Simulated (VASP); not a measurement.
Here is a VASP 6.6.1 calculation.

The input POSCAR:

```
AlNi
1.0
    2.8810000000      0.0000000000      0.0000000000
    0.0000000000      2.8810000000      0.0000000000
    0.0000000000      0.0000000000      2.8810000000
Ni Al
1 1
Direct
    0.4936520000      0.4688830000      0.5233440000
    0.0070480000      0.0150480000     -0.0151620000
```

The input INCAR.step1:

```
SYSTEM = AlNi
PREC = Accurate
ENCUT = 520
EDIFF = 1E-7
ISMEAR = 1
SIGMA = 0.2
LREAL = .FALSE.
LASPH = .TRUE.
NELM = 150
ALGO = Fast
ISIF = 2
LWAVE = .FALSE.
LCHARG = .TRUE.
LNONCOLLINEAR = .TRUE.
MAGMOM = 0.271 0.284 0.175 0 0 0
LMAXMIX = 4
LDAU = .TRUE.
LDAUTYPE = 2
LDAUL = 2 -1
LDAUU = 5 0
LDAUJ = 0 0
LDAUPRINT = 1
GGA = CA
NBANDS = 25
```

File KPOINTS.step1:

```
regular mesh
0
G
  7 7 7
  0 0 0
```

INCAR.step2

```
SYSTEM = AlNi
PREC = Accurate
ENCUT = 520
EDIFF = 1E-7
ISMEAR = -5
SIGMA = 0.2
LREAL = .FALSE.
LASPH = .TRUE.
NELM = 150
ALGO = Fast
ISIF = 2
LWAVE = .FALSE.
LCHARG = .FALSE.
LNONCOLLINEAR = .TRUE.
MAGMOM = 0.271 0.284 0.175 0 0 0
LORBIT = 11
LMAXMIX = 4
LDAU = .TRUE.
LDAUTYPE = 2
LDAUL = 2 -1
LDAUU = 5 0
LDAUJ = 0 0
LDAUPRINT = 1
GGA = CA
NEDOS = 1001
ICHARG = 11
```

The input KPOINTS.step2:

```
regular mesh
0
G
  11 11 11
  0 0 0
```

Potentials or basis: VASP PAW LDA potentials, release 64 (Ni, Al).

The run is started by

```console
$ cat potpaw_LDA.64/Ni/POTCAR potpaw_LDA.64/Al/POTCAR > POTCAR
$ cp INCAR.step1 INCAR
$ cp KPOINTS.step1 KPOINTS
$ mpirun -np 1 vasp_ncl > vasp.out
$ cp INCAR.step2 INCAR
$ cp KPOINTS.step2 KPOINTS
$ mpirun -np 1 vasp_ncl > vasp.out
```

Question: Estimate the net moment.

Answer: 0.00 μB per cell.

Moments on the atoms (μB; x, y, z):
```
Ni  0.00 0.00 0.00
Al  0.00 0.00 0.00
```

Caveat: the cell differs from its parent crystal (atoms moved at random); the U is typed as a test and isn't derived for this compound. The state reached can hang on the start; a lower one may exist.
